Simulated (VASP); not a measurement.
Runs of VASP 6.6.1 on Pd. The structure is that of space group Pm-3m (No. 221), or close to it. The cells are those of the table. This isn't the form of Pd at room conditions, which is fcc.

```csv
task,cell,k mesh,gap on the mesh (eV),pressure (GPa),moment (μB)
relaxation of cell and atoms,"relaxed from a = 2.514 Å, 1 atom",12 × 12 × 12,none,-0.1,0.00
single point,"a = 2.615 Å, 1 atom",12 × 12 × 12,none,(a),0.00
single point,"a = 2.543 Å, 1 atom",14 × 14 × 14,none,12.1,0.00
single point,"a = 2.649 Å, 1 atom",14 × 14 × 14,none,-4.5,0.00
single point,"a = 2.580 Å, 1 atom",14 × 14 × 14,none,5.1,0.00
```

Alike in all rows: level PBE; potentials or basis VASP PAW PBE potentials, release 64 (Pd); spin collinear; cutoff (eV) 500; smearing fermi-dirac 0.05 eV.

**Question.** Fill in the values left out.

**Answer.** (a) -0.3.

Caveats: the cell stands under pressure (at least some runs); the cell stands under tension (at least some runs).

A k mesh can miss the band edges, and the runs leave out spin-orbit coupling on Pd.

A gap of «none» marks levels without a gap at the run's occupations.
